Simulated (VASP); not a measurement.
Input of a VASP 6.6.1 run:

File POSCAR:

```
TlBr
1.0
    3.9461933153      0.0000000000      0.0000000000
    0.0000000000      3.9461933153      0.0000000000
    0.0000000000      0.0000000000      3.9461933153
Tl Br
1 1
Direct
    0.0000000000      0.0000000000      0.0000000000
    0.5000000000      0.5000000000      0.5000000000
```

Contents of INCAR.step1:

```
SYSTEM = TlBr
ALGO = Normal ; EDIFF = 1E-5
ENCUT = 550 ; GGA = PE
GGA_COMPAT = .False. ; ISMEAR = 0
LASPH = .True. ; LCHARG = .False.
LREAL = .False. ; LWAVE = .True.
NBANDS = 17 ; NELM = 120
PREC = Accurate ; SIGMA = 0.01
```

INCAR.step2

```
SYSTEM = TlBr
ALGO = Normal ; EDIFF = 1E-6
ENCUT = 550 ; GGA_COMPAT = .False.
ISIF = 2 ; ISMEAR = 0
ISTART = 1 ; LASPH = .True.
LCHARG = .True. ; LELF = .True.
LMIXTAU = .True. ; LREAL = .False.
LVHAR = .True. ; LWAVE = .False.
METAGGA = R2SCAN ; NBANDS = 17
NELM = 120 ; PREC = Accurate
SIGMA = 0.01
```

File KPOINTS:

```
k-points
0
Gamma
  6 6 6
  0 0 0
```

Potentials or basis: VASP PAW PBE potentials, release 64 (Tl_d, Br).

The run is started by

```bash
$ cat potpaw_PBE.64/Tl_d/POTCAR potpaw_PBE.64/Br/POTCAR > POTCAR
$ cp INCAR.step1 INCAR
$ mpirun -np 1 vasp_std > vasp.out
$ cp INCAR.step2 INCAR
$ mpirun -np 1 vasp_std > vasp.out
```

(1) Predict the band gap on the k mesh.

(2) Predict the pressure.

Results:

(1) 2.24 eV.

(2) 1.0 GPa.

Caveat: the PAW data sets were made with another functional, which shifts forces and pressure a little; spin-orbit coupling is left out, which moves the levels of the heavy elements.
